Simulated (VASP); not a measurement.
# HfN (sol) (Fm-3m) in VASP: single point with PBEsol

Aim: the single point of HfN (sol) with PBEsol.

Everything below comes from runs of VASP 6.6.1. Logs are shortened: lines on timing, memory, paths and dates and some standing lists are left out, and cuts for length are marked.

## Step 1: The cell of the first run

The structure is cubic, space group Fm-3m (No. 225). The conventional cell has a = 4.502 Å, b = 4.502 Å, c = 4.502 Å, α = 90.00°, β = 90.00°, γ = 90.00°. Within 3.0 Å of Hf (site symmetry m-3m) lie 6 N at 2.25 Å. N (site symmetry m-3m) has 6 Hf at 2.25 Å within 3.0 Å.

## Step 2: Single point, PBEsol

INCAR

```
SYSTEM = HfN
PREC = Accurate
ENCUT = 600
EDIFF = 1E-6
ISMEAR = 0
SIGMA = 0.1
LREAL = .False.
LASPH = .True.
NELM = 120
ALGO = Normal
ISIF = 2
LWAVE = .False.
LCHARG = .False.
GGA = PS
NBANDS = 14
GGA_COMPAT = .False.
```

KPOINTS

```
Automatic mesh
0
Gamma
  16 16 16
  0 0 0
```

POSCAR

```
HfN
1.0
    0.0000000000      2.2507733538      2.2507733538
    2.2507733538      0.0000000000      2.2507733538
    2.2507733538      2.2507733538      0.0000000000
Hf N
1 1
Direct
    0.0000000000      0.0000000000      0.0000000000
    0.5000000000      0.5000000000      0.5000000000
```

Potentials or basis: VASP PAW PBE potentials, release 64 (Hf_pv, N).

On the command line:

```sh
> cat potpaw_PBE.64/Hf_pv/POTCAR potpaw_PBE.64/N/POTCAR > POTCAR
> mpirun -np 1 vasp_std > vasp.out
```

OUTCAR:

```text
SYSTEM = HfN
   PREC = Accurate
   ENCUT = 600
   EDIFF = 1E-6
   ISMEAR = 0
   LREAL = .False.
   LASPH = .True.
   NELM = 120
   ISIF = 2
   GGA = PS

 ion  position               nearest neighbor table
   1  0.000  0.000  0.000-   2 2.25   2 2.25   2 2.25   2 2.25   2 2.25   2 2.25
   2  0.500  0.500  0.500-   1 2.25   1 2.25   1 2.25   1 2.25   1 2.25   1 2.25

  LATTYP: Found a face centered cubic cell.
 ALAT       =     4.5015467076

  Lattice vectors:

 A1 = (   0.0000000000,   2.2507733538,   2.2507733538)
 A2 = (   2.2507733538,   0.0000000000,   2.2507733538)
 A3 = (   2.2507733538,   2.2507733538,   0.0000000000)

Analysis of symmetry for initial positions (statically):
=====================================================================
 Subroutine PRICEL returns:
 Original cell was already a primitive cell.

 Routine SETGRP: Setting up the symmetry group for a
 face centered cubic supercell.

 Subroutine GETGRP returns: Found 48 space group operations
 (whereof 48 operations were pure point group operations)
 out of a pool of 48 trial point group operations.

The static configuration has the point symmetry O_h .

Analysis of symmetry for dynamics (positions and initial velocities):
=====================================================================
 Subroutine PRICEL returns:
 Original cell was already a primitive cell.

 Routine SETGRP: Setting up the symmetry group for a
 face centered cubic supercell.

 Subroutine GETGRP returns: Found 48 space group operations
 (whereof 48 operations were pure point group operations)
 out of a pool of 48 trial point group operations.

The dynamic configuration has the point symmetry O_h .

 Subroutine INISYM returns: Found 48 space group operations
 (whereof 48 operations are pure point group operations),
 and found     1 'primitive' translations

----------------------------------------------------------------------------------------

                                     Primitive cell

  volume of cell :      22.8047

  direct lattice vectors                    reciprocal lattice vectors
     0.000000000  2.250773354  2.250773354    -0.222145868  0.222145868  0.222145868
     2.250773354  0.000000000  2.250773354     0.222145868 -0.222145868  0.222145868
     2.250773354  2.250773354  0.000000000     0.222145868  0.222145868 -0.222145868

  length of vectors
     3.183074203  3.183074203  3.183074203     0.384767930  0.384767930  0.384767930

  position of ions in fractional coordinates (direct lattice)
     0.000000000  0.000000000  0.000000000
     0.500000000  0.500000000  0.500000000

  ion indices of the primitive-cell ions
   primitive index   ion index
                 1           1
                 2           2

----------------------------------------------------------------------------------------

 KPOINTS: Automatic mesh

Automatic generation of k-mesh.
 Grid dimensions read from file:
 generate k-points for:   16   16   16

 Generating k-lattice:

  Cartesian coordinates                     Fractional coordinates (reciprocal lattice)
    -0.013884117  0.013884117  0.013884117     0.062500000  0.000000000  0.000000000
     0.013884117 -0.013884117  0.013884117     0.000000000  0.062500000  0.000000000
     0.013884117  0.013884117 -0.013884117     0.000000000  0.000000000  0.062500000

  Length of vectors
     0.024047996  0.024047996  0.024047996

  Shift w.r.t. Gamma in fractional coordinates (k-lattice)
     0.000000000  0.000000000  0.000000000

 Subroutine IBZKPT returns following result:
 ===========================================

 Found    145 irreducible k-points:

 Following reciprocal coordinates:
            Coordinates               Weight
  0.000000  0.000000  0.000000      1.000000
  0.062500  0.000000  0.000000      8.000000
  0.125000  0.000000  0.000000      8.000000
  0.187500  0.000000  0.000000      8.000000
  0.250000  0.000000  0.000000      8.000000
  0.312500  0.000000  0.000000      8.000000
[... 16 lines left out ...]
 -0.125000  0.062500  0.000000     24.000000
 -0.062500  0.062500  0.000000     12.000000
 [... further k-points ...]
   k-points           NKPTS =    145   k-points in BZ     NKDIM =    145   number of bands    NBANDS=     14
   number of dos      NEDOS =    301   number of ions     NIONS =      2
   total plane-waves  NPLWV =  21952
   dimension x,y,z NGX =    28 NGY =   28 NGZ =   28
   dimension x,y,z NGXF=    56 NGYF=   56 NGZF=   56
   ions per type =               1   1
   NGX,Y,Z   is equivalent  to a cutoff of  14.62, 14.62, 14.62 a.u.
   NGXF,Y,Z  is equivalent  to a cutoff of  29.25, 29.25, 29.25 a.u.
 SYSTEM =  HfN
   PREC   = accura    normal or accurate (medium, high low for compatibility)
   ISTART =      0    job   : 0-new  1-cont  2-samecut
   ICHARG =      2    charge: 1-file 2-atom 10-const
   ISPIN  =      1    spin polarized calculation?
   LNONCOLLINEAR =      F non collinear calculations
   LSORBIT =      F    spin-orbit coupling
   LASPH  =      T    aspherical Exc in radial PAW
   ENCUT  =  600.0 eV  44.10 Ry    6.64 a.u.   6.36  6.36  6.36*2*pi/ulx,y,z
   NELM   =    120;   NELMIN=  2; NELMDL= -5     # of ELM steps
   EDIFF  = 0.1E-05   stopping-criterion for ELM
   LREAL  =      F    real-space projection
   EDIFFG = 0.1E-04   stopping-criterion for IOM
   NSW    =      0    number of steps for IOM
   IBRION =     -1    ionic relax: 0-MD 1-quasi-New 2-CG
   NFREE  =      0    steps in history (QN), initial steepest desc. (CG)
   ISIF   =      2    stress and relaxation
   ISYM   =      2    0-nonsym 1-usesym 2-fastsym
   POTIM  = 0.5000    time-step for ionic-motion
   TEBEG  =    0.0;   TEEND  =   0.0 temperature during run
   PSTRESS=    0.0 pullay stress
   NELECT =      15.0000    total number of electrons
   NUPDOWN=      -1.0000    fix difference up-down
   EMIN   =  10.00;   EMAX   =-10.00  energy-range for DOS
   EFERMI =   0.00;   METHOD = LEGACY
   ISMEAR =     0;   SIGMA  =   0.10  broadening in eV -4-tet -1-fermi 0-gaus
   EFERMI_NEDOS =   21; number of points for ismear=-14 and -15
   IALGO  =     38    algorithm
   IMIX   =      4    mixing-type and parameters
     AMIX     =   0.40;   BMIX     =  1.00
     AMIX_MAG =   1.60;   BMIX_MAG =  1.00
  volume/ion in A,a.u.               =      11.40        76.95
  Fermi-wavevector in a.u.,A,eV,Ry     =   1.423738  2.690475 27.579426  2.027031
  Thomas-Fermi vector in A             =   2.544304
   LORBIT       =      0    0 simple, 1 ext, 2 COOP (PROOUT), +10 PAW based schemes
   GGA     = PS    functional components
   LHFCALC =     F    Hartree Fock is set to
   AEXX    =    0.0000 exact exchange contribution
   IVDW    =     0    specifies the selected vdW correction
   LEPSILON=     F    determine dielectric tensor
   LRPA    =     F    only Hartree local field effects (RPA)
 non-spin polarized calculation
 Gauss-broadening in eV      SIGMA  =   0.10
  energy-cutoff  :      600.00
  volume of cell :       22.80
 maximum number of plane-waves:       778
 NGX is ok and might be reduce to    28
   NGX = 13   NGY = 13   NGZ = 13

 number of electron      15.0000002 magnetization

 Free energy of the ion-electron system (eV)
  ---------------------------------------------------
  ext. energy  EPLUGINS =         0.00000000
  ---------------------------------------------------
  free energy    TOTEN  =       -22.99690412 eV

  energy without entropy =      -22.99395147  energy(sigma->0) =      -22.99542779

 E-fermi :   8.2880     XC(G=0): -12.9513

 val. band max:        8.2754894219   @ k =  -0.4375   0.3125   0.1250
 cond. band min:       8.2887615179   @ k =  -0.1250   0.0625   0.0000
 fundamental gap:      0.0132720960
 Fermi energy:         8.2879819183

 k-point     1 :       0.0000    0.0000    0.0000
  band No.  band energies     occupation
      1     -22.7216      2.00000
      2     -22.7216      2.00000
      3     -22.7216      2.00000
      4      -9.2074      2.00000
      5       5.3004      2.00000
      6       5.3004      2.00000
      7       5.3004      2.00000
      8       7.9184      2.00000
      9       7.9184      2.00000
     10       7.9184      2.00000
     11      10.2137      0.00000
     12      10.2660      0.00000
     13      10.2660      0.00000
     14      17.8610      0.00000

 k-point     2 :       0.0625    0.0000    0.0000
  band No.  band energies     occupation
      1     -22.7643      2.00000
      2     -22.7251      2.00000
      3     -22.7251      2.00000
      4      -9.1132      2.00000
      5       4.8856      2.00000
      6       5.0563      2.00000
      7       5.0563      2.00000
      8       8.0373      1.99961
      9       8.0568      1.99892
     10       8.0568      1.99892
     11      10.5061      0.00000
     12      10.5801      0.00000
     13      10.5801      0.00000
     14      18.1744      0.00000

 k-point     3 :       0.1250    0.0000    0.0000
  band No.  band energies     occupation
      1     -22.8837      2.00000
      2     -22.7350      2.00000
      3     -22.7350      2.00000
      4      -8.8430      2.00000
      5       3.9595      2.00000
      6       4.4939      2.00000
      7       4.4939      2.00000
      8       8.2403      1.49986
      9       8.4189      0.06401
     10       8.4189      0.06401
     11      11.2494      0.00000
     12      11.3949      0.00000
     13      11.3949      0.00000
     14      19.0460      0.00000
[... 324 lines left out ...]
 k-point    23 :      -0.1250    0.0625    0.0000
  band No.  band energies     occupation
      1     -22.9528      2.00000
      2     -22.7713      2.00000
      3     -22.7295      2.00000
      4      -8.6509      2.00000
      5       3.3546      2.00000
      6       4.0137      2.00000
      7       4.4623      2.00000
      8       8.2888      0.99120
      9       8.3909      0.14553
     10       9.1311      0.00000
     11      10.8543      0.00000
     12      12.1673      0.00000
     13      12.3772      0.00000
     14      19.6596      0.00000

 k-point    24 :      -0.0625    0.0625    0.0000
  band No.  band energies     occupation
      1     -22.8234      2.00000
      2     -22.7470      2.00000
      3     -22.7235      2.00000
      4      -8.9625      2.00000
      5       4.2634      2.00000
      6       4.6154      2.00000
      7       4.9361      2.00000
      8       8.0943      1.99384
      9       8.0955      1.99352
     10       8.5483      0.00023
     11      10.4029      0.00000
     12      11.2244      0.00000
     13      11.3301      0.00000
     14      18.6713      0.00000

 [... further k-points ...]
[... 5 lines left out ...]
  --------------------------------------------------------------------------------------
  -------------------------------------------------------------------------------------
  Total       -0.3263650     -0.3263650     -0.3263650     -0.0000000      0.0000000      0.0000000
  in kB      -22.9291977    -22.9291977    -22.9291977     -0.0000000      0.0000000      0.0000000
  external PRESSURE =     -22.9291977 kB  Pullay stress =       0.0000000 kB

 VOLUME and BASIS-vectors are now :
 -----------------------------------------------------------------------------
  energy-cutoff  :      600.00
  volume of cell :       22.80
      direct lattice vectors                 reciprocal lattice vectors
     0.000000000  2.250773354  2.250773354    -0.222145868  0.222145868  0.222145868
     2.250773354  0.000000000  2.250773354     0.222145868 -0.222145868  0.222145868
     2.250773354  2.250773354  0.000000000     0.222145868  0.222145868 -0.222145868

 POSITION                                       TOTAL-FORCE (eV/Angst)
 -----------------------------------------------------------------------------------
      0.00000      0.00000      0.00000         0.000000      0.000000      0.000000
      2.25077      2.25077      2.25077         0.000000      0.000000      0.000000
 -----------------------------------------------------------------------------------
    total drift:                                0.000000      0.000000      0.000000

  FREE ENERGIE OF THE ION-ELECTRON SYSTEM (eV)
  ---------------------------------------------------
  free  energy   TOTEN  =       -22.9969041191 eV

  energy  without entropy=      -22.9939514698  energy(sigma->0) =      -22.99542779
```

Run time: 32 s. Hardware: 1 thread of Intel Xeon Platinum 8488C (Sapphire Rapids), shared host; peak memory 0.2 GiB.

What came out:

```yaml
Free_energy: -22.9969 eV
Pressure: -2.3 GPa
```

Levels at points of the mesh, in eV from the Fermi level:
| k point | band 4 | band 5 | band 6 | band 7 | band 8 | band 9 | band 10 | band 11 | band 12 | band 13 |
| --- | --- | --- | --- | --- | --- | --- | --- | --- | --- | --- |
| (0.00, 0.00, 0.00) | -17.50 | -2.99 | -2.99 | -2.99 | -0.37 | -0.37 | -0.37 | 1.93 | 1.98 | 1.98 |
| (0.50, 0.00, 0.00) | -14.66 | -8.96 | -6.22 | -6.22 | 3.35 | 3.78 | 3.78 | 4.47 | 9.01 | 9.01 |
| (0.50, 0.50, 0.00) | -16.38 | -5.38 | -3.88 | -3.65 | -3.65 | 4.16 | 5.64 | 5.64 | 5.75 | 8.09 |

Caveat: the PAW data sets were made with another functional, which shifts forces and pressure a little; spin-orbit coupling is left out, which moves the levels of the heavy elements.
